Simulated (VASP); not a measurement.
Al: single point with PBE

Crystal: Al.

```
Al
1.0
     2.84747    0.00000    0.00000
    -1.42374    2.46598    0.00000
     0.00000    0.00000    4.74158
Al
2
Direct
  0.33333 0.66667 0.75000
  0.66667 0.33333 0.25000
```

- Program: VASP 6.6.1
- Task: single point
- Functional: PBE
- Potentials or basis: VASP PAW PBE potentials, release 64 (Al)
- Cutoff: 520 eV
- k mesh: 16 × 16 × 10
- Occupations: gaussian, width 0.05 eV
- Spin: no spin polarisation
- Dipole correction: no
- Further INCAR settings: ALGO = Normal; EDIFF = 1e-06; NBANDS = 10

```yaml
Pressure: 0.0 GPa
Band_gap_on_the_k_mesh: zero (band 3 reaches 11.83 eV, above the bottom of band 4 at 4.74 eV)
```

Levels at points of the mesh, in eV from the Fermi level:
| k point | band 1 | band 2 | band 3 | band 4 | band 5 | band 6 | band 7 | band 8 |
| --- | --- | --- | --- | --- | --- | --- | --- | --- |
| (0.00, 0.00, 0.00) | -11.06 | -4.64 | -4.60 | 10.82 | 10.82 | 11.19 | 11.19 | 11.81 |
| (0.50, 0.00, 0.00) | -5.20 | -5.03 | 0.62 | 0.95 | 1.50 | 1.61 | 5.80 | 7.44 |
| (0.00, 0.00, 0.50) | -9.43 | -9.43 | 3.08 | 3.08 | 12.02 | 12.02 | 12.02 | 12.02 |
| (0.50, 0.00, 0.50) | -3.86 | -3.86 | -3.16 | -3.16 | 7.20 | 7.20 | 7.56 | 7.56 |

Run time: 36 s on 1 thread of Intel Xeon 6975P-C, with other jobs on the host, peak memory 0.18 GiB.
